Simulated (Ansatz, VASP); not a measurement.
**KZnCl3 in VASP and in Ansatz**

Contents of POSCAR:

```
KZnCl3
1.0
    4.7041104778      0.0000000000      0.0000000000
    0.0000000000      4.9001150810      0.0000000000
    0.0000000000      0.0000000000      4.9001150810
K Zn Cl
1 1 3
Direct
    0.0000000000      0.0000000000      0.0000000000
    0.5000000000      0.5000000000      0.5000000000
    0.5000000000      0.5000000000      0.0000000000
    0.5000000000      0.0000000000      0.5000000000
    0.0000000000      0.5000000000      0.5000000000
```

File INCAR.step1:

```
PREC     = Accurate       # precision mode
ENCUT    = 520            # plane-wave cutoff, eV
ISMEAR   = 0              # smearing method
SIGMA    = 0.01           # smearing width, eV
LREAL    = False          # projectors in reciprocal space
LASPH    = True           # aspherical terms in the spheres
NELM     = 80             # most SCF steps
NBANDS   = 29             # bands
GGA      = PE             # functional
ALGO     = Normal         # electronic algorithm
EDIFF    = 1E-4           # SCF threshold, eV
LWAVE    = True           # write WAVECAR
LCHARG   = False          # write CHGCAR
```

Contents of INCAR.step2:

```
PREC     = Accurate       # precision mode
ENCUT    = 520            # plane-wave cutoff, eV
EDIFF    = 1E-6           # SCF threshold, eV
ISMEAR   = 0              # smearing method
SIGMA    = 0.01           # smearing width, eV
LREAL    = False          # projectors in reciprocal space
LASPH    = True           # aspherical terms in the spheres
NELM     = 80             # most SCF steps
ALGO     = Normal         # electronic algorithm
ISIF     = 2              # what is computed and relaxed
LWAVE    = False          # write WAVECAR
LCHARG   = False          # write CHGCAR
METAGGA  = R2SCAN         # meta-GGA
LMIXTAU  = True         
NBANDS   = 29             # bands
ISTART   = 1
```

Contents of KPOINTS:

```
regular mesh
0
Gamma
  6 6 6
```

Input for Ansatz:

```yaml
crystal:
  lattice:
    - [4.7041104778, 0.0, 0.0]
    - [0.0, 4.900115081, 0.0]
    - [0.0, 0.0, 4.900115081]
  atoms:
    - { symbol: K, position: [0.0, 0.0, 0.0] }
    - { symbol: Zn, position: [0.5, 0.5, 0.5] }
    - { symbol: Cl, position: [0.5, 0.5, 0.0] }
    - { symbol: Cl, position: [0.5, 0.0, 0.5] }
    - { symbol: Cl, position: [0.0, 0.5, 0.5] }
kpoints:
  mp_grid: { grid: [6, 6, 6] }
  band_path:
    path: [[0.0, 0.0, 0.0], [0.0, 0.5, 0.0], [0.5, 0.5, 0.0], [0.5, 0.5, 0.5]]
    npoints: 1
hamiltonian:
  xc: r2scan
scf:
  occupations: { method: fixed }
  n_extra_bands: 5
output:
  forces: true
  stress: true
  eigenvalues: true
```

Change from the starting cell: uniaxial_x strain -4.0%.

Alike in both runs: task single point; functional r2SCAN; k mesh 6 × 6 × 6; no spin polarisation.

|  | VASP | Ansatz |
| --- | --- | --- |
| version | VASP 6.6.1 | Ansatz 0.2.0 |
| potentials or method | VASP PAW PBE potentials, release 64 (K_sv, Zn, Cl) | plane waves, PAW |
| plane-wave cutoff (eV) | 520 | 500 |
| occupations | gaussian, width 0.01 eV | fixed |
| valence electrons in the cell | 42 | 42 |

VASP gave:

```
gap on the k mesh at the Fermi level (eV)                     : 2.30
pressure (GPa)                                                : 2.0
traceless stress, the component that is largest in VASP (GPa) : 1.35
```

Question: Which values does Ansatz return?

Answer: gap on the k mesh at the Fermi level (eV): 2.31; pressure (GPa): 2.1; traceless stress, the component that is largest in VASP (GPa): 1.34.

VASP's potentials were made for PBE, not for r2SCAN.
